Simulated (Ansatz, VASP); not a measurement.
# One calculation of Ta, two programs

```xyz
2
Lattice="-1.6513 1.6513 1.6513 1.6513 -1.6513 1.6513 3.3026 3.3026 0.0000" Properties=species:S:1:pos:R:3 pbc="T T T"
Ta    0.0318   -0.0318    0.0000
Ta    1.6195    1.6831    1.6513
```

Change from the starting cell: mode 4 (91.0 1/cm) frozen in, largest displacement +0.045 Å.

Alike in both runs: task single point; functional PBE; k mesh 18 × 18 × 10; occupations gaussian, width 0.15 eV; no spin polarisation.

|  | VASP | Ansatz |
| --- | --- | --- |
| version | VASP 6.6.1 | Ansatz 0.2.0 |
| potentials or method | VASP PAW PBE potentials, release 64 (Ta_pv), cutoff 500 eV | scalar-relativistic, plane waves, PAW |
| valence electrons in the cell | 22 | 26 |

|  | VASP | Ansatz | Ansatz less VASP |
| --- | --- | --- | --- |
| gap on the k mesh at the Fermi level (eV) | none | none | - |
| pressure (GPa) | 3.2 | 3.1 | -0.12 |
| traceless stress, the component that is largest in VASP (GPa) | 0.09 | 0.09 | +0.001 |
| rms of the force components (eV/Å) | 0.143 | 0.143 | +0.0003 |

Atom by atom the forces differ by 0.000 eV/Å (rms over components). A gap of «none» marks a metal or a gap that the smearing closes. With one functional, cell and mesh, what is left measures potentials, basis and numerics. VASP's potentials hold 22 valence electrons a cell and Ansatz's 26, so a difference there can come from the potentials and not from the codes.

Spin-orbit coupling is off throughout.
